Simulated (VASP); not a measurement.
# AlV2C (P6_3/mmc) in VASP: further runs

The runs below take AlV2C through single point, relaxation of cell and atoms, with LDA.

Program: VASP 6.6.1. These are calculated values, not measurements. Logs are shortened: lines on timing, memory, paths and dates and some standing lists are left out, and cuts for length are marked.

## (1) The cell of the first run

The structure is hexagonal, space group P6_3/mmc (No. 194). The conventional cell has a = 2.858 Å, b = 2.858 Å, c = 12.901 Å, α = 90.00°, β = 90.00°, γ = 120.00°. Within 3.5 Å of Al (site symmetry -6m2) lie 6 V at 2.69 Å and 6 Al at 2.86 Å. Within 2.6 Å of V (site symmetry 3m) lie 3 C at 1.98 Å. C (site symmetry -3m) has 6 V at 1.98 Å within 2.6 Å.

## (2) Single point, LDA

The input, INCAR:

```
PREC     = Accurate       # precision mode
ENCUT    = 520            # plane-wave cutoff, eV
EDIFF    = 1E-7           # SCF threshold, eV
ISMEAR   = 0              # smearing method
SIGMA    = 0.1            # smearing width, eV
LREAL    = F              # projectors in reciprocal space
LASPH    = T              # aspherical terms in the spheres
NELM     = 60             # most SCF steps
ALGO     = Normal         # electronic algorithm
ISIF     = 2              # what is computed and relaxed
LWAVE    = F              # write WAVECAR
LCHARG   = F              # write CHGCAR
NBANDS   = 43             # bands
```

The input, KPOINTS:

```
Automatic mesh
0
Gamma
  15 15 4
```

The input, POSCAR:

```
AlV2C
1.0
    2.8582644078      0.0000000000      0.0000000000
   -1.4291322039      2.4753295879      0.0000000000
    0.0000000000      0.0000000000     12.9006426793
Al V C
2 4 2
Direct
    0.3333333333      0.6666666667      0.2500000000
    0.6666666667      0.3333333333      0.7500000000
    0.3333333333      0.6666666667      0.5852606007
    0.6666666667      0.3333333333      0.4147393993
    0.6666666667      0.3333333333      0.0852606007
    0.3333333333      0.6666666667      0.9147393993
    0.0000000000      0.0000000000      0.0000000000
    0.0000000000      0.0000000000      0.5000000000
```

Potentials or basis: VASP PAW LDA potentials, release 64 (Al, V_sv, C).

The run is started by

```bash
> cat potpaw_LDA.64/Al/POTCAR potpaw_LDA.64/V_sv/POTCAR potpaw_LDA.64/C/POTCAR > POTCAR
> mpirun -np 1 vasp_std > vasp.out
```

OUTCAR:

```text
PREC = Accurate
   ENCUT = 520
   EDIFF = 1E-7
   ISMEAR = 0
   LREAL = F
   LASPH = T
   NELM = 60
   ISIF = 2

 ion  position               nearest neighbor table
   1  0.333  0.667  0.250-   4 2.69   5 2.69   4 2.69   5 2.69   4 2.69   5 2.69
   2  0.667  0.333  0.750-   3 2.69   6 2.69   3 2.69   6 2.69   3 2.69   6 2.69
   3  0.333  0.667  0.585-   8 1.98   8 1.98   8 1.98   2 2.69   2 2.69   2 2.69   4 2.75   4 2.75
                             4 2.75
   4  0.667  0.333  0.415-   8 1.98   8 1.98   8 1.98   1 2.69   1 2.69   1 2.69   3 2.75   3 2.75
                             3 2.75
   5  0.667  0.333  0.085-   7 1.98   7 1.98   7 1.98   1 2.69   1 2.69   1 2.69   6 2.75   6 2.75
                             6 2.75
   6  0.333  0.667  0.915-   7 1.98   7 1.98   7 1.98   2 2.69   2 2.69   2 2.69   5 2.75   5 2.75
                             5 2.75
   7  0.000  0.000  0.000-   5 1.98   6 1.98   5 1.98   6 1.98   5 1.98   6 1.98
   8  0.000  0.000  0.500-   3 1.98   4 1.98   4 1.98   3 1.98   4 1.98   3 1.98

  LATTYP: Found a hexagonal cell.
 ALAT       =     2.8582644078
 C/A-ratio  =     4.5134532145

  Lattice vectors:

 A1 = (   2.8582644078,   0.0000000000,   0.0000000000)
 A2 = (  -1.4291322039,   2.4753295879,   0.0000000000)
 A3 = (   0.0000000000,   0.0000000000,  12.9006426793)

Analysis of symmetry for initial positions (statically):
=====================================================================
 Subroutine PRICEL returns:
 Original cell was already a primitive cell.

 Routine SETGRP: Setting up the symmetry group for a
 hexagonal supercell.

 Subroutine GETGRP returns: Found 24 space group operations
 (whereof 12 operations were pure point group operations)
 out of a pool of 24 trial point group operations.

The static configuration has the point symmetry D_3d.
 The point group associated with its full space group is D_6h.

Analysis of symmetry for dynamics (positions and initial velocities):
=====================================================================
 Subroutine PRICEL returns:
 Original cell was already a primitive cell.

 Routine SETGRP: Setting up the symmetry group for a
 hexagonal supercell.

 Subroutine GETGRP returns: Found 24 space group operations
 (whereof 12 operations were pure point group operations)
 out of a pool of 24 trial point group operations.

The dynamic configuration has the point symmetry D_3d.
 The point group associated with its full space group is D_6h.

 Subroutine INISYM returns: Found 24 space group operations
[... 110 lines left out ...]
   LREAL  =      F    real-space projection
   EDIFFG = 0.1E-05   stopping-criterion for IOM
   NSW    =      0    number of steps for IOM
   IBRION =     -1    ionic relax: 0-MD 1-quasi-New 2-CG
   NFREE  =      0    steps in history (QN), initial steepest desc. (CG)
   ISIF   =      2    stress and relaxation
   ISYM   =      2    0-nonsym 1-usesym 2-fastsym
   POTIM  = 0.5000    time-step for ionic-motion
   TEBEG  =    0.0;   TEEND  =   0.0 temperature during run
   PSTRESS=    0.0 pullay stress
   NELECT =      66.0000    total number of electrons
   NUPDOWN=      -1.0000    fix difference up-down
   EMIN   =  10.00;   EMAX   =-10.00  energy-range for DOS
   EFERMI =   0.00;   METHOD = LEGACY
   ISMEAR =     0;   SIGMA  =   0.10  broadening in eV -4-tet -1-fermi 0-gaus
   EFERMI_NEDOS =   21; number of points for ismear=-14 and -15
   IALGO  =     38    algorithm
   IMIX   =      4    mixing-type and parameters
     AMIX     =   0.40;   BMIX     =  1.00
     AMIX_MAG =   1.60;   BMIX_MAG =  1.00
  volume/ion in A,a.u.               =      11.41        76.99
  Fermi-wavevector in a.u.,A,eV,Ry     =   1.469402  2.776767 29.376903  2.159141
  Thomas-Fermi vector in A             =   2.584783
   LORBIT       =      0    0 simple, 1 ext, 2 COOP (PROOUT), +10 PAW based schemes
   GGA     = CA    functional components
   LHFCALC =     F    Hartree Fock is set to
   AEXX    =    0.0000 exact exchange contribution
   IVDW    =     0    specifies the selected vdW correction
   LEPSILON=     F    determine dielectric tensor
   LRPA    =     F    only Hartree local field effects (RPA)
 non-spin polarized calculation
 Gauss-broadening in eV      SIGMA  =   0.10
  energy-cutoff  :      520.00
  volume of cell :       91.27
 maximum number of plane-waves:      2484
 NGX is ok and might be reduce to    24
   NGX = 11   NGY = 11   NGZ = 47

 number of electron      66.0000023 magnetization

 Free energy of the ion-electron system (eV)
  ---------------------------------------------------
  ext. energy  EPLUGINS =         0.00000000
  ---------------------------------------------------
  free energy    TOTEN  =       -73.03241228 eV

  energy without entropy =      -73.01198869  energy(sigma->0) =      -73.02220048

 E-fermi :   9.8637     XC(G=0): -12.6441

 val. band max:        9.8611222665   @ k =   0.1333   0.1333   0.0000
 cond. band min:       9.8720727823   @ k =   0.2000  -0.0000   0.2500
 fundamental gap:      0.0109505159
 Fermi energy:         9.8636980549

 k-point     1 :       0.0000    0.0000    0.0000
  band No.  band energies     occupation
      1     -53.6886      2.00000
      2     -53.6885      2.00000
      3     -53.6092      2.00000
      4     -53.6091      2.00000
      5     -28.2149      2.00000
      6     -28.2120      2.00000
[... 1093 lines left out ...]
     42      12.2785      0.00000
     43      12.6184      0.00000

 [... further k-points ...]
[... 5 lines left out ...]
  --------------------------------------------------------------------------------------
  -------------------------------------------------------------------------------------
  Total        0.4292505      0.4292505      0.4145160      0.0000000      0.0000000      0.0000000
  in kB        7.5348502      7.5348502      7.2762085      0.0000000      0.0000000      0.0000000
  external PRESSURE =       7.4486363 kB  Pullay stress =       0.0000000 kB

 VOLUME and BASIS-vectors are now :
 -----------------------------------------------------------------------------
  energy-cutoff  :      520.00
  volume of cell :       91.27
      direct lattice vectors                 reciprocal lattice vectors
     2.858264408  0.000000000  0.000000000     0.349862664  0.201993303  0.000000000
    -1.429132204  2.475329588  0.000000000     0.000000000  0.403986606  0.000000000
     0.000000000  0.000000000 12.900642679     0.000000000  0.000000000  0.077515518

 POSITION                                       TOTAL-FORCE (eV/Angst)
 -----------------------------------------------------------------------------------
     -0.00000      1.65022      3.22516        -0.000000      0.000000      0.000000
      1.42913      0.82511      9.67548        -0.000000      0.000000      0.000000
     -0.00000      1.65022      7.55024         0.000000      0.000000      0.069676
      1.42913      0.82511      5.35040        -0.000000     -0.000000     -0.069676
      1.42913      0.82511      1.09992         0.000000     -0.000000      0.069676
     -0.00000      1.65022     11.80073        -0.000000      0.000000     -0.069676
      0.00000      0.00000      0.00000        -0.000000      0.000000      0.000000
      0.00000      0.00000      6.45032        -0.000000      0.000000      0.000000
 -----------------------------------------------------------------------------------
    total drift:                               -0.000000      0.000000     -0.000000

  FREE ENERGIE OF THE ION-ELECTRON SYSTEM (eV)
  ---------------------------------------------------
  free  energy   TOTEN  =       -73.0324122839 eV

  energy  without entropy=      -73.0119886858  energy(sigma->0) =      -73.02220048
```

Run time: 9.1 min. Hardware: 1 thread of Intel Xeon 6975P-C, shared host; peak memory 0.36 GiB.

What came out:

| Quantity | Value |
| --- | --- |
| Free energy | -73.0324 eV |
| Pressure | 0.7 GPa |
| Largest force | 0.070 eV/Å |
| Band gap on the k mesh | zero (band 33 reaches 10.83 eV, above the bottom of band 34 at 9.09 eV) |

Forces in eV/Å, atoms in the order of the input:
```
Al   0.000  0.000  0.000
Al   0.000  0.000  0.000
V    0.000  0.000  0.070
V    0.000  0.000 -0.070
V    0.000  0.000  0.070
V    0.000  0.000 -0.070
C    0.000  0.000  0.000
C    0.000  0.000  0.000
```

## (3) Relaxation of cell and atoms, LDA

This run uses another cell than the first one, of 12.01 Å³/atom, 1.053 times its volume.

The input, INCAR:

```
SYSTEM = AlV2C
PREC = Accurate
ENCUT = 600
EDIFF = 1E-7
ISMEAR = 0
SIGMA = 0.1
LREAL = .False.
LASPH = .True.
NELM = 80
ALGO = Normal
ISIF = 3
LWAVE = .False.
LCHARG = .False.
GGA = CA
IBRION = 2
NSW = 70
EDIFFG = -0.005
```

The input, KPOINTS:

```
Automatic mesh
0
Gamma
  15 15 4
  0 0 0
```

The input, POSCAR:

```
AlV2C
1.0
    2.9064461792      0.0000000000      0.0000000000
   -1.4532230896      2.5170562259      0.0000000000
    0.0000000000      0.0000000000     13.1347117301
Al V C
2 4 2
Direct
    0.3333333333      0.6666666667      0.2500000000
    0.6666666667      0.3333333333      0.7500000000
    0.3333333333      0.6666666667      0.5849724962
    0.6666666667      0.3333333333      0.4150275038
    0.6666666667      0.3333333333      0.0849724962
    0.3333333333      0.6666666667      0.9150275038
    0.0000000000      0.0000000000      0.0000000000
    0.0000000000      0.0000000000      0.5000000000
```

Potentials or basis: VASP PAW LDA potentials, release 64 (Al, V_sv, C).

The run is started by

```bash
> cat potpaw_LDA.64/Al/POTCAR potpaw_LDA.64/V_sv/POTCAR potpaw_LDA.64/C/POTCAR > POTCAR
> mpirun -np 1 vasp_std > vasp.out
```

OUTCAR:

```text
SYSTEM = AlV2C
   PREC = Accurate
   ENCUT = 600
   EDIFF = 1E-7
   ISMEAR = 0
   LREAL = .False.
   LASPH = .True.
   NELM = 80
   ISIF = 3
   GGA = CA
   IBRION = 2
   NSW = 70
   EDIFFG = -0.005

 ion  position               nearest neighbor table
   1  0.333  0.667  0.250-   4 2.74   5 2.74   4 2.74   5 2.74   4 2.74   5 2.74
   2  0.667  0.333  0.750-   3 2.74   6 2.74   3 2.74   6 2.74   3 2.74   6 2.74
   3  0.333  0.667  0.585-   8 2.02   8 2.02   8 2.02   2 2.74   2 2.74   2 2.74   4 2.79   4 2.79
                             4 2.79
   4  0.667  0.333  0.415-   8 2.02   8 2.02   8 2.02   1 2.74   1 2.74   1 2.74   3 2.79   3 2.79
                             3 2.79
   5  0.667  0.333  0.085-   7 2.02   7 2.02   7 2.02   1 2.74   1 2.74   1 2.74   6 2.79   6 2.79
                             6 2.79
   6  0.333  0.667  0.915-   7 2.02   7 2.02   7 2.02   2 2.74   2 2.74   2 2.74   5 2.79   5 2.79
                             5 2.79
   7  0.000  0.000  0.000-   5 2.02   6 2.02   6 2.02   5 2.02   5 2.02   6 2.02
[... 1346 lines left out ...]

 number of electron      66.0000024 magnetization

------------------------ aborting loop because EDIFF is reached ----------------------------------------
[... 79 lines left out ...]
--------------------------------------- Ionic step       10  -------------------------------------------

 number of electron      66.0000024 magnetization

 Free energy of the ion-electron system (eV)
  ---------------------------------------------------
  ext. energy  EPLUGINS =         0.00000000
  ---------------------------------------------------
  free energy    TOTEN  =       -73.04080205 eV

  energy without entropy =      -73.01998838  energy(sigma->0) =      -73.03039522

 E-fermi :   9.8341     XC(G=0): -12.6333

 val. band max:        9.8326130118   @ k =   0.1333   0.0667   0.2500
 cond. band min:       9.8430204851   @ k =   0.2000  -0.0000   0.2500
 fundamental gap:      0.0104074733
 Fermi energy:         9.8340530214

 k-point     1 :       0.0000    0.0000    0.0000
  band No.  band energies     occupation
      1     -53.7215      2.00000
      2     -53.7214      2.00000
      3     -53.6437      2.00000
      4     -53.6436      2.00000
      5     -28.2442      2.00000
      6     -28.2414      2.00000
[... 1034 lines left out ...]
  FREE ENERGIE OF THE ION-ELECTRON SYSTEM (eV)
  ---------------------------------------------------
  free  energy   TOTEN  =       -73.0408020518 eV

  energy  without entropy=      -73.0199883845  energy(sigma->0) =      -73.03039522

 reached required accuracy - stopping structural energy minimisation
```

Wall time 16 min (1 thread of Intel Xeon 6975P-C (Granite Rapids), shared host); peak memory 0.44 GiB.

Results:

| Quantity | Value |
| --- | --- |
| Free energy | -73.0408 eV |
| Relaxed volume | 11.44 Å³/atom |
| Relaxed cell | a = 2.861 Å, b = 2.861 Å, c = 12.907 Å, α = 90.00°, β = 90.00°, γ = 120.00° |
| Space group after relaxing (to 0.05 Å) | P6_3/mmc (No. 194) |
| Energy gained by relaxing | 17.9 meV/atom |
| Ionic steps | 10 |
| Pressure after relaxing | -0.1 GPa |
| Largest force after relaxing | 0.004 eV/Å |
| Band gap on the k mesh | zero (band 33 reaches 10.79 eV, above the bottom of band 34 at 9.06 eV) |

Forces on the atoms (eV/Å):
```
Al   0.000  0.000  0.000
Al   0.000  0.000  0.000
V    0.000  0.000 -0.004
V    0.000  0.000  0.004
V    0.000  0.000 -0.004
V    0.000  0.000  0.004
C    0.000  0.000  0.000
C    0.000  0.000  0.000
```

Step by step:
```csv
step,energy change (eV),largest force (eV/Å),pressure (GPa),volume (Å³)
1,0.0000,0.4106,-9.81,96.09
2,0.2050,1.5376,17.85,86.22
3,-0.1359,0.2499,-0.53,92.10
4,-0.1360,0.2647,-0.33,92.02
5,-0.1431,0.0383,-0.06,91.55
6,-0.1432,0.0013,0.00,91.47
7,-0.1432,0.0040,-0.02,91.48
8,-0.1432,0.0059,0.03,91.47
9,-0.1432,0.0062,0.03,91.46
10,-0.1432,0.0037,-0.06,91.49
```

Final structure:
```cif
data_structure
_symmetry_space_group_name_H-M 'P 1'
_symmetry_Int_Tables_number 1
_cell_length_a 2.8609
_cell_length_b 2.8609
_cell_length_c 12.9068
_cell_angle_alpha 90.000
_cell_angle_beta 90.000
_cell_angle_gamma 120.000
_cell_volume 91.49
loop_
_atom_site_label
_atom_site_type_symbol
_atom_site_fract_x
_atom_site_fract_y
_atom_site_fract_z
_atom_site_occupancy
Al1 Al 0.33333 0.66667 0.25000 1
Al2 Al 0.66667 0.33333 0.75000 1
V1 V 0.33333 0.66667 0.58539 1
V2 V 0.66667 0.33333 0.41461 1
V3 V 0.66667 0.33333 0.08539 1
V4 V 0.33333 0.66667 0.91461 1
C1 C 0.00000 0.00000 0.00000 1
C2 C 0.00000 0.00000 0.50000 1
```
